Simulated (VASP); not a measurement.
# GaP: single point with PBE+D4

The system is GaP.

```
CELL_PARAMETERS angstrom
0.00000 2.75308 2.75308
2.75308 0.00000 2.75308
2.75308 2.75308 0.00000
ATOMIC_POSITIONS crystal
Ga 0.00000 0.00000 0.00000
P 0.75000 0.75000 0.75000
```

```json
{
 "Program": "VASP 6.6.1",
 "Task": "single point",
 "Functional": "PBE",
 "Dispersion": "D4",
 "Potentials or basis": "VASP PAW PBE potentials, release 64 (Ga_d, P)",
 "Cutoff": "500 eV",
 "k mesh": "10 × 10 × 10",
 "Occupations": "tetrahedron",
 "Spin": "no spin polarisation",
 "Dipole correction": "no",
 "Further INCAR settings": "ALGO = Normal; EDIFF = 1e-06; NBANDS = 16"
}
```

- Pressure: -3.2 GPa
- Band gap on the k mesh: 1.58 eV
- Dispersion energy per atom: -0.401 eV

Levels at points of the mesh, in eV from the valence-band top:
```csv
k point,band 5,band 6,band 7,band 8,band 9,band 10,band 11,band 12,band 13,band 14
"(0.00, 0.00, 0.00)",-14.41,-12.27,0.00,0.00,0.00,1.58,3.90,3.90,3.90,8.68
"(0.50, 0.00, 0.00)",-14.40,-10.30,-6.46,-1.07,-1.07,1.58,4.73,4.73,8.22,10.67
"(0.50, 0.50, 0.00)",-14.39,-9.44,-6.61,-2.58,-2.58,1.72,1.85,10.37,10.37,10.92
```

It took 28 s on 1 thread of AMD EPYC 7R43 64-Core Processor (Zen 3) (shared host), peak memory 0.14 GiB.

Caveat: the cell stands under tension. A k mesh can miss the band edges.
